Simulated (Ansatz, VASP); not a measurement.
# H in VASP and in Ansatz

```
H
1.0
     5.59854    0.00000    0.00000
    -2.79927    4.84848    0.00000
     0.00000    0.00000    3.72527
H
2
Direct
  0.33333 0.66667 0.25000
  0.66667 0.33333 0.75000
```

Alike in both runs: task single point; functional PBE; k mesh 6 × 6 × 6; occupations gaussian, width 0.05 eV; collinear spin.

|  | VASP | Ansatz |
| --- | --- | --- |
| version | VASP 6.6.1 | Ansatz 0.2.0 |
| potentials or method | VASP PAW PBE potentials, release 64 (H), cutoff 520 eV | scalar-relativistic, plane waves, PAW |
| valence electrons in the cell | 2 | 2 |

VASP gave:

| Quantity | Value |
| --- | --- |
| gap on the k mesh at the Fermi level (eV) | 6.65 |
| least direct gap on the mesh (eV) | 7.21 |
| pressure (GPa) | 0.1 |
| net moment per atom (μB) | 1.00 |
| size of the moment on the site where the two differ most (μB) | 0.38 |

What did Ansatz give for the same quantities?

gap on the k mesh at the Fermi level (eV): 6.22; least direct gap on the mesh (eV): 6.23; pressure (GPa): 0.1; net moment per atom (μB): 1.00; size of the moment on the site where the two differ most (μB): 0.95.

Site moments also hang on the region over which each program counts them. Ansatz's warnings: band edge not confirmed under output density, nearly empty spin channel levels not settled.
